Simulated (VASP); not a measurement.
# SiC (P6_3mc) in VASP: a series of runs, part 2 of 3

VASP 6.6.1.

### Step 5. Single point, PBEsol (in-plane strain -0.01)

File INCAR:

```
PREC = Accurate
ENCUT = 520
EDIFF = 1E-6
ISMEAR = 0
SIGMA = 0.01
LREAL = False
LASPH = True
NELM = 60
ALGO = Normal
ISIF = 2
LWAVE = False
LCHARG = False
GGA = PS
NBANDS = 16
```

File KPOINTS:

```
regular mesh
0
Gamma
  8 8 6
```

File POSCAR:

```
SiC
1.0
    3.0450142372      0.0000000000      0.0000000000
   -1.5225071186      2.6370596843      0.0000000000
    0.0000000000      0.0000000000      5.0778164931
Si C
2 2
Direct
    0.3333333333      0.6666666667      0.0045931152
    0.6666666667      0.3333333333      0.5045931152
    0.3333333333      0.6666666667      0.3804068848
    0.6666666667      0.3333333333      0.8804068848
```

Potentials or basis: VASP PAW PBE potentials, release 64 (Si, C).

The run is started by

```
$ cat potpaw_PBE.64/Si/POTCAR potpaw_PBE.64/C/POTCAR > POTCAR
$ mpirun -np 1 vasp_std > vasp.out
```

OUTCAR:

```text
PREC = Accurate
   ENCUT = 520
   EDIFF = 1E-6
   ISMEAR = 0
   LREAL = False
   LASPH = True
   NELM = 60
   ISIF = 2
   GGA = PS

 ion  position               nearest neighbor table
   1  0.333  0.667  0.005-   4 1.87   4 1.87   4 1.87   3 1.91   2 3.09   2 3.09   2 3.09   2 3.09
                             2 3.09   2 3.09
   2  0.667  0.333  0.505-   3 1.87   3 1.87   3 1.87   4 1.91   1 3.09   1 3.09   1 3.09   1 3.09
                             1 3.09   1 3.09
   3  0.333  0.667  0.380-   2 1.87   2 1.87   2 1.87   1 1.91
   4  0.667  0.333  0.880-   1 1.87   1 1.87   1 1.87   2 1.91

  LATTYP: Found a hexagonal cell.
 ALAT       =     3.0450142372
 C/A-ratio  =     1.6675838264

  Lattice vectors:

 A1 = (   3.0450142372,   0.0000000000,   0.0000000000)
 A2 = (  -1.5225071186,   2.6370596843,   0.0000000000)
 A3 = (   0.0000000000,   0.0000000000,   5.0778164931)

Analysis of symmetry for initial positions (statically):
=====================================================================
 Subroutine PRICEL returns:
 Original cell was already a primitive cell.

 Routine SETGRP: Setting up the symmetry group for a
 hexagonal supercell.

 Subroutine GETGRP returns: Found 12 space group operations
 (whereof  6 operations were pure point group operations)
 out of a pool of 24 trial point group operations.

The static configuration has the point symmetry C_3v.
 The point group associated with its full space group is C_6v.

Analysis of symmetry for dynamics (positions and initial velocities):
=====================================================================
 Subroutine PRICEL returns:
 Original cell was already a primitive cell.

 Routine SETGRP: Setting up the symmetry group for a
 hexagonal supercell.

 Subroutine GETGRP returns: Found 12 space group operations
 (whereof  6 operations were pure point group operations)
 out of a pool of 24 trial point group operations.

The dynamic configuration has the point symmetry C_3v.
 The point group associated with its full space group is C_6v.

 Subroutine INISYM returns: Found 12 space group operations
 (whereof  6 operations are pure point group operations),
 and found     1 'primitive' translations

----------------------------------------------------------------------------------------

                                     Primitive cell

  volume of cell :      40.7743

  direct lattice vectors                    reciprocal lattice vectors
     3.045014237  0.000000000  0.000000000     0.328405689  0.189605113  0.000000000
    -1.522507119  2.637059684  0.000000000     0.000000000  0.379210226  0.000000000
     0.000000000  0.000000000  5.077816493     0.000000000  0.000000000  0.196935041

  length of vectors
     3.045014237  3.045014237  5.077816493     0.379210226  0.379210226  0.196935041

  position of ions in fractional coordinates (direct lattice)
     0.333333333  0.666666667  0.004593115
     0.666666667  0.333333333  0.504593115
     0.333333333  0.666666667  0.380406885
     0.666666667  0.333333333  0.880406885

  ion indices of the primitive-cell ions
   primitive index   ion index
                 1           1
[... 28 lines left out ...]
 Found     40 irreducible k-points:

 Following reciprocal coordinates:
            Coordinates               Weight
  0.000000  0.000000  0.000000      1.000000
  0.125000  0.000000  0.000000      6.000000
  0.250000  0.000000  0.000000      6.000000
  0.375000  0.000000  0.000000      6.000000
  0.500000  0.000000  0.000000      3.000000
  0.125000  0.125000  0.000000      6.000000
[... 16 lines left out ...]
  0.250000  0.000000  0.333333     12.000000
  0.375000  0.000000  0.333333     12.000000
 [... further k-points ...]
   k-points           NKPTS =     40   k-points in BZ     NKDIM =     40   number of bands    NBANDS=     16
   number of dos      NEDOS =    301   number of ions     NIONS =      4
   total plane-waves  NPLWV =  23040
   dimension x,y,z NGX =    24 NGY =   24 NGZ =   40
   dimension x,y,z NGXF=    48 NGYF=   48 NGZF=   80
   ions per type =               2   2
   NGX,Y,Z   is equivalent  to a cutoff of  13.10, 13.10, 13.10 a.u.
   NGXF,Y,Z  is equivalent  to a cutoff of  26.21, 26.21, 26.19 a.u.
 SYSTEM =  unknown system
   PREC   = accura    normal or accurate (medium, high low for compatibility)
   ISTART =      0    job   : 0-new  1-cont  2-samecut
   ICHARG =      2    charge: 1-file 2-atom 10-const
   ISPIN  =      1    spin polarized calculation?
   LNONCOLLINEAR =      F non collinear calculations
   LSORBIT =      F    spin-orbit coupling
   LASPH  =      T    aspherical Exc in radial PAW
   ENCUT  =  520.0 eV  38.22 Ry    6.18 a.u.   5.66  5.66  9.44*2*pi/ulx,y,z
   NELM   =     60;   NELMIN=  2; NELMDL= -5     # of ELM steps
   EDIFF  = 0.1E-05   stopping-criterion for ELM
   LREAL  =      F    real-space projection
   EDIFFG = 0.1E-04   stopping-criterion for IOM
   NSW    =      0    number of steps for IOM
   IBRION =     -1    ionic relax: 0-MD 1-quasi-New 2-CG
   NFREE  =      0    steps in history (QN), initial steepest desc. (CG)
   ISIF   =      2    stress and relaxation
   ISYM   =      2    0-nonsym 1-usesym 2-fastsym
   POTIM  = 0.5000    time-step for ionic-motion
   TEBEG  =    0.0;   TEEND  =   0.0 temperature during run
   PSTRESS=    0.0 pullay stress
   NELECT =      16.0000    total number of electrons
   NUPDOWN=      -1.0000    fix difference up-down
   EMIN   =  10.00;   EMAX   =-10.00  energy-range for DOS
   EFERMI =   0.00;   METHOD = LEGACY
   ISMEAR =     0;   SIGMA  =   0.01  broadening in eV -4-tet -1-fermi 0-gaus
   EFERMI_NEDOS =   21; number of points for ismear=-14 and -15
   IALGO  =     38    algorithm
   IMIX   =      4    mixing-type and parameters
     AMIX     =   0.40;   BMIX     =  1.00
     AMIX_MAG =   1.60;   BMIX_MAG =  1.00
  volume/ion in A,a.u.               =      10.19        68.79
  Fermi-wavevector in a.u.,A,eV,Ry     =   1.198541  2.264913 19.544761  1.436499
  Thomas-Fermi vector in A             =   2.334427
   LORBIT       =      0    0 simple, 1 ext, 2 COOP (PROOUT), +10 PAW based schemes
   GGA     = PS    functional components
   LHFCALC =     F    Hartree Fock is set to
   AEXX    =    0.0000 exact exchange contribution
   IVDW    =     0    specifies the selected vdW correction
   LEPSILON=     F    determine dielectric tensor
   LRPA    =     F    only Hartree local field effects (RPA)
 non-spin polarized calculation
 Gauss-broadening in eV      SIGMA  =   0.01
  energy-cutoff  :      520.00
  volume of cell :       40.77
 maximum number of plane-waves:      1112
 NGX is ok and might be reduce to    24
   NGX = 11   NGY = 11   NGZ = 19

 number of electron      15.9999999 magnetization

 Free energy of the ion-electron system (eV)
  ---------------------------------------------------
  ext. energy  EPLUGINS =         0.00000000
  ---------------------------------------------------
  free energy    TOTEN  =       -31.80069340 eV

  energy without entropy =      -31.80069340  energy(sigma->0) =      -31.80069340

 E-fermi :   8.4422     XC(G=0): -11.5621

 val. band max:        8.3947521940   @ k =   0.0000   0.0000   0.0000
 cond. band min:      10.6854742871   @ k =   0.3750   0.2500   0.0000
 fundamental gap:      2.2907220931
 Fermi energy:         8.4421947684

 k-point     1 :       0.0000    0.0000    0.0000
  band No.  band energies     occupation
      1      -7.3332      2.00000
      2      -3.8078      2.00000
      3      -0.4974      2.00000
      4       7.1448      2.00000
      5       7.1448      2.00000
      6       8.1898      2.00000
[... 433 lines left out ...]
      3       0.7511      2.00000
      4       1.9865      2.00000
      5       4.1991      2.00000
      6       5.6918      2.00000
[... 8 lines left out ...]
     15      20.1448      0.00000
     16      20.4026      0.00000

 [... further k-points ...]

------------------------ aborting loop because EDIFF is reached ----------------------------------------

  FORCE on cell =-STRESS in cart. coord.  units (eV):
  Direction    XX          YY          ZZ          XY          YZ          ZX
  --------------------------------------------------------------------------------------
  -------------------------------------------------------------------------------------
  Total        1.7484710      1.7484710     -0.6222581      0.0000000      0.0000000      0.0000000
  in kB       68.7041112     68.7041112    -24.4508999      0.0000000      0.0000000      0.0000000
  external PRESSURE =      37.6524409 kB  Pullay stress =       0.0000000 kB

 VOLUME and BASIS-vectors are now :
 -----------------------------------------------------------------------------
  energy-cutoff  :      520.00
  volume of cell :       40.77
      direct lattice vectors                 reciprocal lattice vectors
     3.045014237  0.000000000  0.000000000     0.328405689  0.189605113  0.000000000
    -1.522507119  2.637059684  0.000000000     0.000000000  0.379210226  0.000000000
     0.000000000  0.000000000  5.077816493     0.000000000  0.000000000  0.196935041

 POSITION                                       TOTAL-FORCE (eV/Angst)
 -----------------------------------------------------------------------------------
     -0.00000      1.75804      0.02332        -0.000000      0.000000      0.166418
      1.52251      0.87902      2.56223         0.000000      0.000000      0.166418
     -0.00000      1.75804      1.93164        -0.000000      0.000000     -0.166418
      1.52251      0.87902      4.47054         0.000000     -0.000000     -0.166418
 -----------------------------------------------------------------------------------
    total drift:                               -0.000000      0.000000     -0.000136

  FREE ENERGIE OF THE ION-ELECTRON SYSTEM (eV)
  ---------------------------------------------------
  free  energy   TOTEN  =       -31.8006934045 eV

  energy  without entropy=      -31.8006934045  energy(sigma->0) =      -31.80069340
```

OSZICAR:

```text
N       E                     dE             d eps       ncg     rms          rms(c)
DAV:   1     0.226329525574E+02    0.22633E+02   -0.70745E+03  1280   0.893E+02
DAV:   2    -0.330141810181E+02   -0.55647E+02   -0.51139E+02  1832   0.156E+02
DAV:   3    -0.354787959319E+02   -0.24646E+01   -0.24556E+01  1688   0.303E+01
DAV:   4    -0.354967978874E+02   -0.18002E-01   -0.17998E-01  1544   0.317E+00
DAV:   5    -0.354969725682E+02   -0.17468E-03   -0.17468E-03  1736   0.294E-01    0.126E+01
DAV:   6    -0.319428747985E+02    0.35541E+01   -0.60630E+00  1624   0.151E+01    0.582E+00
DAV:   7    -0.318330808748E+02    0.10979E+00   -0.11040E+00  1800   0.609E+00    0.244E+00
DAV:   8    -0.318041537804E+02    0.28927E-01   -0.57394E-02  1520   0.145E+00    0.601E-01
DAV:   9    -0.318005516766E+02    0.36021E-02   -0.71709E-03  1624   0.570E-01    0.112E-01
DAV:  10    -0.318006876528E+02   -0.13598E-03   -0.68280E-04  1576   0.156E-01    0.528E-02
DAV:  11    -0.318006935027E+02   -0.58499E-05   -0.33433E-05  1696   0.429E-02    0.120E-02
DAV:  12    -0.318006934045E+02    0.98161E-07   -0.31163E-06  1520   0.115E-02
   1 F= -.31800693E+02 E0= -.31800693E+02  d E =-.493109E-14
```

stdout:

```text
POSCAR found type information on POSCAR SiC
 POSCAR found :  2 types and       4 ions
 scaLAPACK will be used
 -----------------------------------------------------------------------------
|                                                                             |
|                                                                             |
|     You enforced a specific xc type in the INCAR file but a different       |
|     I HOPE YOU KNOW WHAT YOU ARE DOING!                                     |
|                                                                             |
 -----------------------------------------------------------------------------

 LDA part: xc-table for (Slater+PW92), standard interpolation
 POSCAR, INCAR and KPOINTS ok, starting setup
 FFT: planning ... GRIDC
 FFT: planning ... GRID_SOFT
 FFT: planning ... GRID
 WAVECAR not read
 entering main loop
```

Run time: 16 s. Hardware: 1 thread of Intel Xeon 6975P-C, shared host; peak memory 0.16 GiB.

What came out:

```
Free energy            : -31.8007 eV
Pressure               : 3.8 GPa
Largest force          : 0.166 eV/Å
Band gap on the k mesh : 2.29 eV, indirect (least direct gap 4.02 eV)
```

Forces on the atoms (eV/Å):
```
Si   0.000  0.000  0.166
Si   0.000  0.000  0.166
C    0.000  0.000 -0.166
C    0.000  0.000 -0.166
```

Levels at points of the mesh, in eV from the valence-band top:
| k point | band 5 | band 6 | band 7 | band 8 | band 9 | band 10 | band 11 | band 12 |
| --- | --- | --- | --- | --- | --- | --- | --- | --- |
| (0.00, 0.00, 0.00) | -1.25 | -0.21 | 0.00 | 0.00 | 5.10 | 5.98 | 6.79 | 6.79 |
| (0.50, 0.00, 0.00) | -5.52 | -3.39 | -3.31 | -1.25 | 2.77 | 4.02 | 6.91 | 7.15 |
| (0.00, 0.00, 0.50) | -0.67 | -0.67 | -0.67 | -0.67 | 6.11 | 6.11 | 7.45 | 7.45 |
| (0.50, 0.00, 0.50) | -2.46 | -2.46 | -2.45 | -2.45 | 3.13 | 3.13 | 5.14 | 5.14 |

Caveat: the cell differs from its parent crystal (in-plane strain -0.01); the PAW data sets were made with another functional, which shifts forces and pressure a little. A k mesh can miss the band edges.

[end of part 2 of 3]
